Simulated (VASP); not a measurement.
# Ru (P6_3/mmc) in VASP: further runs

The runs below take Ru through single point, with PBE.

Everything below comes from runs of VASP 6.6.1. Logs are shortened: lines on timing, memory, paths and dates and some standing lists are left out, and cuts for length are marked.

### Step 1. The cell of the first run

The structure is hexagonal, space group P6_3/mmc (No. 194). The conventional cell has a = 2.906 Å, b = 2.906 Å, c = 4.066 Å, α = 90.00°, β = 90.00°, γ = 120.00°. Ru (site symmetry -6m2) has 12 Ru at 2.64 to 2.91 Å within 3.5 Å.

### Step 2. Single point, PBE (volume 14.864 Å^3 an atom, c/a of the conventional cell 1.3993)

File INCAR:

```
SYSTEM = Ru
ALGO = Fast
EDIFF = 1E-6
ENCUT = 520
GGA = PE
ISIF = 2
ISMEAR = 0
LASPH = .TRUE.
LCHARG = .TRUE.
LELF = .TRUE.
LREAL = .FALSE.
LVHAR = .TRUE.
LWAVE = .FALSE.
NBANDS = 21
NELM = 80
PREC = Accurate
SIGMA = 0.15
```

File KPOINTS:

```
k-points
0
G
  21 21 12
  0 0 0
```

File POSCAR:

```
Ru
1.0
    2.9056373459      0.0000000000      0.0000000000
   -1.4528186730      2.5163557557      0.0000000000
    0.0000000000      0.0000000000      4.0658583381
Ru
2
Direct
    0.3333333333      0.6666666667      0.2500000000
    0.6666666667      0.3333333333      0.7500000000
```

Potentials or basis: VASP PAW PBE potentials, release 64 (Ru_pv).

Run with:

```sh
$ cat potpaw_PBE.64/Ru_pv/POTCAR > POTCAR
$ mpirun -np 1 vasp_std > vasp.out
```

OUTCAR:

```text
SYSTEM = Ru
   EDIFF = 1E-6
   ENCUT = 520
   GGA = PE
   ISIF = 2
   ISMEAR = 0
   LASPH = .TRUE.
   LREAL = .FALSE.
   NELM = 80
   PREC = Accurate

 ion  position               nearest neighbor table
   1  0.333  0.667  0.250-   2 2.64   2 2.64   2 2.64   2 2.64   2 2.64   2 2.64
   2  0.667  0.333  0.750-   1 2.64   1 2.64   1 2.64   1 2.64   1 2.64   1 2.64

  LATTYP: Found a hexagonal cell.
 ALAT       =     2.9056373459
 C/A-ratio  =     1.3993000000

  Lattice vectors:

 A1 = (   2.9056373459,   0.0000000000,   0.0000000000)
 A2 = (  -1.4528186730,   2.5163557557,   0.0000000000)
 A3 = (   0.0000000000,   0.0000000000,   4.0658583381)

Analysis of symmetry for initial positions (statically):
=====================================================================
 Subroutine PRICEL returns:
 Original cell was already a primitive cell.

 Routine SETGRP: Setting up the symmetry group for a
 hexagonal supercell.

 Subroutine GETGRP returns: Found 24 space group operations
 (whereof 12 operations were pure point group operations)
 out of a pool of 24 trial point group operations.

The static configuration has the point symmetry D_3d.
 The point group associated with its full space group is D_6h.

Analysis of symmetry for dynamics (positions and initial velocities):
=====================================================================
 Subroutine PRICEL returns:
 Original cell was already a primitive cell.

 Routine SETGRP: Setting up the symmetry group for a
 hexagonal supercell.

 Subroutine GETGRP returns: Found 24 space group operations
 (whereof 12 operations were pure point group operations)
 out of a pool of 24 trial point group operations.

The dynamic configuration has the point symmetry D_3d.
 The point group associated with its full space group is D_6h.

 Subroutine INISYM returns: Found 24 space group operations
 (whereof 12 operations are pure point group operations),
 and found     1 'primitive' translations

----------------------------------------------------------------------------------------

                                     Primitive cell

  volume of cell :      29.7280

  direct lattice vectors                    reciprocal lattice vectors
     2.905637346  0.000000000  0.000000000     0.344158572  0.198700044  0.000000000
    -1.452818673  2.516355756  0.000000000     0.000000000  0.397400088  0.000000000
     0.000000000  0.000000000  4.065858338     0.000000000  0.000000000  0.245950527

  length of vectors
     2.905637346  2.905637346  4.065858338     0.397400088  0.397400088  0.245950527
[... 75 lines left out ...]
   ISPIN  =      1    spin polarized calculation?
   LNONCOLLINEAR =      F non collinear calculations
   LSORBIT =      F    spin-orbit coupling
   LASPH  =      T    aspherical Exc in radial PAW
   ENCUT  =  520.0 eV  38.22 Ry    6.18 a.u.   5.40  5.40  7.56*2*pi/ulx,y,z
   NELM   =     80;   NELMIN=  2; NELMDL= -5     # of ELM steps
   EDIFF  = 0.1E-05   stopping-criterion for ELM
   LREAL  =      F    real-space projection
   EDIFFG = 0.1E-04   stopping-criterion for IOM
   NSW    =      0    number of steps for IOM
   IBRION =     -1    ionic relax: 0-MD 1-quasi-New 2-CG
   NFREE  =      0    steps in history (QN), initial steepest desc. (CG)
   ISIF   =      2    stress and relaxation
   ISYM   =      2    0-nonsym 1-usesym 2-fastsym
   POTIM  = 0.5000    time-step for ionic-motion
   TEBEG  =    0.0;   TEEND  =   0.0 temperature during run
   PSTRESS=    0.0 pullay stress
   NELECT =      28.0000    total number of electrons
   NUPDOWN=      -1.0000    fix difference up-down
   EMIN   =  10.00;   EMAX   =-10.00  energy-range for DOS
   EFERMI =   0.00;   METHOD = LEGACY
   ISMEAR =     0;   SIGMA  =   0.15  broadening in eV -4-tet -1-fermi 0-gaus
   EFERMI_NEDOS =   21; number of points for ismear=-14 and -15
   IALGO  =     68    algorithm
   IMIX   =      4    mixing-type and parameters
     AMIX     =   0.40;   BMIX     =  1.00
     AMIX_MAG =   1.60;   BMIX_MAG =  1.00
  volume/ion in A,a.u.               =      14.86       100.31
  Fermi-wavevector in a.u.,A,eV,Ry     =   1.604743  3.032525 35.037744  2.575202
  Thomas-Fermi vector in A             =   2.701200
   LORBIT       =      0    0 simple, 1 ext, 2 COOP (PROOUT), +10 PAW based schemes
   GGA     = PE    functional components
   LHFCALC =     F    Hartree Fock is set to
   AEXX    =    0.0000 exact exchange contribution
   IVDW    =     0    specifies the selected vdW correction
   LEPSILON=     F    determine dielectric tensor
   LRPA    =     F    only Hartree local field effects (RPA)
 non-spin polarized calculation
 RMM-DIIS sequential band-by-band and
 Gauss-broadening in eV      SIGMA  =   0.15
  energy-cutoff  :      520.00
  volume of cell :       29.73
 maximum number of plane-waves:       832
 NGX is ok and might be reduce to    24
   NGX = 11   NGY = 11   NGZ = 15

 number of electron      28.0000005 magnetization

 Free energy of the ion-electron system (eV)
  ---------------------------------------------------
  ext. energy  EPLUGINS =         0.00000000
  ---------------------------------------------------
  free energy    TOTEN  =       -18.07267989 eV

  energy without entropy =      -18.05310488  energy(sigma->0) =      -18.06289239

 E-fermi :  11.3048     XC(G=0): -13.5435

 val. band max:       11.3021748055   @ k =   0.2381   0.1429   0.0000
 cond. band min:      11.3087685918   @ k =   0.2857   0.1905   0.2500
 fundamental gap:      0.0065937863
 Fermi energy:        11.3048381232

 k-point     1 :       0.0000    0.0000    0.0000
  band No.  band energies     occupation
      1     -32.2088      2.00000
      2     -31.4896      2.00000
      3     -31.4896      2.00000
      4     -31.2561      2.00000
      5     -31.2561      2.00000
      6     -31.1478      2.00000
[... 565 lines left out ...]
     20      22.0505      0.00000
     21      23.7734      0.00000

 [... further k-points ...]
[... 5 lines left out ...]
  --------------------------------------------------------------------------------------
  -------------------------------------------------------------------------------------
  Total       -4.8248535     -4.8248535      1.4732579      0.0000000     -0.0000000     -0.0000000
  in kB     -260.0333310   -260.0333310     79.4005797      0.0000000     -0.0000000     -0.0000000
  external PRESSURE =    -146.8886941 kB  Pullay stress =       0.0000000 kB

 VOLUME and BASIS-vectors are now :
 -----------------------------------------------------------------------------
  energy-cutoff  :      520.00
  volume of cell :       29.73
      direct lattice vectors                 reciprocal lattice vectors
     2.905637346  0.000000000  0.000000000     0.344158572  0.198700044  0.000000000
    -1.452818673  2.516355756  0.000000000     0.000000000  0.397400088  0.000000000
     0.000000000  0.000000000  4.065858338     0.000000000  0.000000000  0.245950527

 POSITION                                       TOTAL-FORCE (eV/Angst)
 -----------------------------------------------------------------------------------
     -0.00000      1.67757      1.01646         0.000000     -0.000000      0.000000
      1.45282      0.83879      3.04939        -0.000000      0.000000      0.000000
 -----------------------------------------------------------------------------------
    total drift:                                0.000000     -0.000000      0.000000

  FREE ENERGIE OF THE ION-ELECTRON SYSTEM (eV)
  ---------------------------------------------------
  free  energy   TOTEN  =       -18.0726798936 eV

  energy  without entropy=      -18.0531048837  energy(sigma->0) =      -18.06289239
```

OSZICAR:

```text
N       E                     dE             d eps       ncg     rms          rms(c)
DAV:   1     0.285425637381E+03    0.28543E+03   -0.17583E+04 14152   0.146E+03
DAV:   2    -0.135649091211E+02   -0.29899E+03   -0.29007E+03 14602   0.439E+02
DAV:   3    -0.193694950437E+02   -0.58046E+01   -0.57674E+01 16272   0.681E+01
DAV:   4    -0.194147439030E+02   -0.45249E-01   -0.45202E-01 18399   0.568E+00
DAV:   5    -0.194152782139E+02   -0.53431E-03   -0.53185E-03 16011   0.547E-01    0.147E+01
RMM:   6    -0.181353700526E+02    0.12799E+01   -0.29218E+00 14325   0.141E+01    0.352E+00
RMM:   7    -0.180788920557E+02    0.56478E-01   -0.27763E-01 15065   0.387E+00    0.958E-01
RMM:   8    -0.180728679446E+02    0.60241E-02   -0.20773E-02 15760   0.133E+00    0.331E-01
RMM:   9    -0.180726571289E+02    0.21082E-03   -0.23863E-03 16013   0.413E-01    0.468E-02
RMM:  10    -0.180726806852E+02   -0.23556E-04   -0.30056E-04 16579   0.128E-01    0.118E-02
RMM:  11    -0.180726800390E+02    0.64625E-06   -0.60061E-05 17146   0.603E-02    0.358E-03
RMM:  12    -0.180726798170E+02    0.22199E-06   -0.14400E-05 17370   0.270E-02    0.318E-03
RMM:  13    -0.180726798936E+02   -0.76656E-07   -0.19534E-06 11881   0.118E-02
   1 F= -.18072680E+02 E0= -.18062892E+02  d E =-.195750E-01
```

Wall time 77 s (1 thread of Intel Xeon 6975P-C (Granite Rapids), shared host); peak memory 0.27 GiB.

Results:

| Property | Result |
| --- | --- |
| Free energy | -18.0727 eV |
| Pressure | -14.7 GPa |
| Band gap on the k mesh | zero (band 14 reaches 12.45 eV, above the bottom of band 15 at 9.98 eV) |

### Step 3. Single point, PBE (volume 14.864 Å^3 an atom, c/a of the conventional cell 1.5798)

File INCAR:

```
SYSTEM = Ru
PREC     = Accurate       ! precision mode
ENCUT    = 520            ! plane-wave cutoff, eV
EDIFF    = 1E-7           ! SCF threshold, eV
ISMEAR   = 0              ! smearing method
SIGMA    = 0.15           ! smearing width, eV
LREAL    = .False.        ! projectors in reciprocal space
LASPH    = .True.         ! aspherical terms in the spheres
NELM     = 60             ! most SCF steps
ALGO     = Fast           ! electronic algorithm
ISIF     = 2              ! what is computed and relaxed
LWAVE    = .False.        ! write WAVECAR
LCHARG   = .True.         ! write CHGCAR
GGA      = PE             ! functional
LELF     = .True.         ! ELF
LVHAR    = .True.       
NBANDS   = 21             ! bands
```

File KPOINTS:

```
Automatic mesh
0
Gamma
  21 21 12
  0 0 0
```

File POSCAR:

```
Ru
1.0
    2.7904884801      0.0000000000      0.0000000000
   -1.3952442401      2.4166339127      0.0000000000
    0.0000000000      0.0000000000      4.4083350255
Ru
2
Direct
    0.3333333333      0.6666666667      0.2500000000
    0.6666666667      0.3333333333      0.7500000000
```

Potentials or basis: VASP PAW PBE potentials, release 64 (Ru_pv).

Run with:

```sh
$ cat potpaw_PBE.64/Ru_pv/POTCAR > POTCAR
$ mpirun -np 1 vasp_std > vasp.out
```

Wall time 89 s (1 thread of Intel Xeon 6975P-C (Granite Rapids), shared host); peak memory 0.28 GiB.

The run converged. Its results:

- Free energy: -18.3311 eV
- Pressure: -19.9 GPa
- Band gap on the k mesh: zero (band 14 reaches 12.59 eV, above the bottom of band 15 at 9.85 eV)

Stress tensor (GPa, compression positive):
```
-19.33   0.00   0.00
  0.00 -19.33   0.00
  0.00   0.00 -21.13
```

Levels at points of the mesh, in eV from the Fermi level:
```csv
k point,band 12,band 13,band 14,band 15,band 16,band 17
"(0.00, 0.00, 0.00)",-1.68,-1.68,-1.23,-1.23,1.02,1.02
"(0.00, 0.00, 0.50)",-2.42,-2.42,-2.42,0.45,0.45,0.45
```

### Step 4. Single point, PBE (volume 15.414 Å^3 an atom, c/a of the conventional cell 1.6786)

File INCAR:

```
SYSTEM = Ru
PREC = Accurate
ENCUT = 520
EDIFF = 1E-7
ISMEAR = 0
SIGMA = 0.15
LREAL = .FALSE.
LASPH = .TRUE.
NELM = 100
ALGO = Fast
ISIF = 2
LWAVE = .FALSE.
LCHARG = .FALSE.
GGA = PE
NBANDS = 21
```

File KPOINTS:

```
Automatic mesh
0
G
  21 21 12
  0 0 0
```

File POSCAR:

```
Ru
1.0
    2.7679346559      0.0000000000      0.0000000000
   -1.3839673280      2.3971017280      0.0000000000
    0.0000000000      0.0000000000      4.6462551133
Ru
2
Direct
    0.3333333333      0.6666666667      0.2500000000
    0.6666666667      0.3333333333      0.7500000000
```

Run with:

```sh
$ cat potpaw_PBE.64/Ru_pv/POTCAR > POTCAR
$ mpirun -np 1 vasp_std > vasp.out
```

Wall time 87 s (1 thread of Intel Xeon 6975P-C (Granite Rapids), shared host); peak memory 0.28 GiB.

Results (log left out):

```yaml
Free_energy: -18.0847 eV
Pressure: -26.2 GPa
Band_gap_on_the_k_mesh: zero (band 14 reaches 11.99 eV, above the bottom of band 15 at 9.49 eV)
```

Stress tensor (GPa, compression positive):
```
-19.61   0.00   0.00
  0.00 -19.61   0.00
  0.00   0.00 -39.50
```

Levels at points of the mesh, in eV from the Fermi level:
```tsv
k point	band 11	band 12	band 13	band 14	band 15	band 16	band 17	band 18
(0.00, 0.00, 0.00)	-2.10	-1.65	-1.65	-0.78	-0.78	0.64	0.98	0.98
(0.00, 0.00, 0.50)	-2.14	-2.14	-2.14	-2.14	0.42	0.42	0.42	0.42
```

### Step 5. Single point, PBE (volume 15.414 Å^3 an atom, c/a of the conventional cell 1.8951)

File INCAR:

```
SYSTEM = Ru
PREC = Accurate ; ENCUT = 520
EDIFF = 1E-7 ; ISMEAR = 0
SIGMA = 0.15 ; LREAL = .FALSE.
LASPH = .TRUE. ; NELM = 100
ALGO = Fast ; ISIF = 2
LWAVE = .FALSE. ; LCHARG = .FALSE.
GGA = PE ; NBANDS = 21
```

KPOINTS is that of step 4.

File POSCAR:

```
Ru
1.0
    2.6582400421      0.0000000000      0.0000000000
   -1.3291200211      2.3021034058      0.0000000000
    0.0000000000      0.0000000000      5.0376307038
Ru
2
Direct
    0.3333333333      0.6666666667      0.2500000000
    0.6666666667      0.3333333333      0.7500000000
```

Run with:

```sh
$ cat potpaw_PBE.64/Ru_pv/POTCAR > POTCAR
$ mpirun -np 1 vasp_std > vasp.out
```

It took 90 s on 1 thread of Intel Xeon 6975P-C (Granite Rapids), shared host; peak memory 0.27 GiB.

The run converged. Its results:

```yaml
Free_energy: -17.5320 eV
Pressure: -18.4 GPa
Band_gap_on_the_k_mesh: zero (band 14 reaches 11.71 eV, above the bottom of band 15 at 9.73 eV)
```

Stress tensor (GPa, compression positive):
```
 -2.79   0.00   0.00
  0.00  -2.79   0.00
  0.00   0.00 -49.57
```

Levels at points of the mesh, in eV from the Fermi level:
```tsv
k point	band 10	band 11	band 12	band 13	band 14	band 15	band 16	band 17	band 18	band 19
(0.00, 0.00, 0.00)	-2.10	-2.10	-1.83	-1.83	-0.35	-0.04	-0.04	1.05	1.05	6.41
(0.00, 0.00, 0.50)	-3.08	-2.04	-2.04	-2.04	-2.04	0.60	0.60	0.60	0.60	10.69
```

### Step 6. Single point, PBE (volume 15.414 Å^3 an atom, c/a of the conventional cell 1.4868)

File INCAR:

```
SYSTEM = Ru
ALGO = Fast
EDIFF = 1E-6
ENCUT = 520
GGA = PE
ISIF = 2
ISMEAR = 0
LASPH = .True.
LCHARG = .False.
LREAL = .False.
LWAVE = .False.
NBANDS = 21
NELM = 60
PREC = Accurate
SIGMA = 0.15
```

File KPOINTS:

```
k-points
0
Gamma
  21 21 12
  0 0 0
```

File POSCAR:

```
Ru
1.0
    2.8821774905      0.0000000000      0.0000000000
   -1.4410887453      2.4960389250      0.0000000000
    0.0000000000      0.0000000000      4.2852214929
Ru
2
Direct
    0.3333333333      0.6666666667      0.2500000000
    0.6666666667      0.3333333333      0.7500000000
```

Potentials or basis: VASP PAW PBE potentials, release 64 (Ru_pv).

Run with:

```sh
$ cat potpaw_PBE.64/Ru_pv/POTCAR > POTCAR
$ mpirun -np 1 vasp_std > vasp.out
```

Run time: 57 s. Hardware: 1 thread of Intel Xeon 6975P-C (Granite Rapids), shared host; peak memory 0.28 GiB.

The run converged. Its results:

* Free energy: -18.1202 eV
* Pressure: -25.3 GPa
* Band gap on the k mesh: zero (band 14 reaches 11.71 eV, above the bottom of band 15 at 9.15 eV)

Stress tensor (GPa, compression positive):
```
-30.31   0.00   0.00
  0.00 -30.31   0.00
  0.00   0.00 -15.35
```

Levels at points of the mesh, in eV from the Fermi level:
```tsv
k point	band 11	band 12	band 13	band 14	band 15	band 16	band 17	band 18
(0.00, 0.00, 0.00)	-1.56	-1.56	-1.53	-1.53	-1.52	0.97	0.97	1.86
(0.00, 0.00, 0.50)	-2.50	-2.50	-2.04	-2.04	0.48	0.48	0.48	0.48
```

### Step 7. The runs side by side

```csv
cell,further INCAR settings,gap on the mesh (eV),pressure (GPa)
"a = 2.906, b = 2.906, c = 4.066 Å, angles 90.0, 90.0, 120.0°, 2 atoms",ALGO = Fast; EDIFF = 1e-06; NBANDS = 21,none,-14.7
"a = 2.790, b = 2.790, c = 4.408 Å, angles 90.0, 90.0, 120.0°, 2 atoms",ALGO = Fast; EDIFF = 1e-07; NBANDS = 21,none,-19.9
"a = 2.768, b = 2.768, c = 4.646 Å, angles 90.0, 90.0, 120.0°, 2 atoms",ALGO = Fast; EDIFF = 1e-07; NBANDS = 21,none,-26.2
"a = 2.658, b = 2.658, c = 5.038 Å, angles 90.0, 90.0, 120.0°, 2 atoms",ALGO = Fast; EDIFF = 1e-07; NBANDS = 21,none,-18.4
"a = 2.882, b = 2.882, c = 4.285 Å, angles 90.0, 90.0, 120.0°, 2 atoms",ALGO = Fast; EDIFF = 1e-06; NBANDS = 21,none,-25.3
```

Alike in all rows: task single point; level PBE; potentials or basis VASP PAW PBE potentials, release 64 (Ru_pv); no spin polarisation; k mesh 21 × 21 × 12; cutoff (eV) 520; smearing gaussian 0.15 eV.

Total energies depend on the potentials used, so only differences within one code and one set of settings carry meaning.
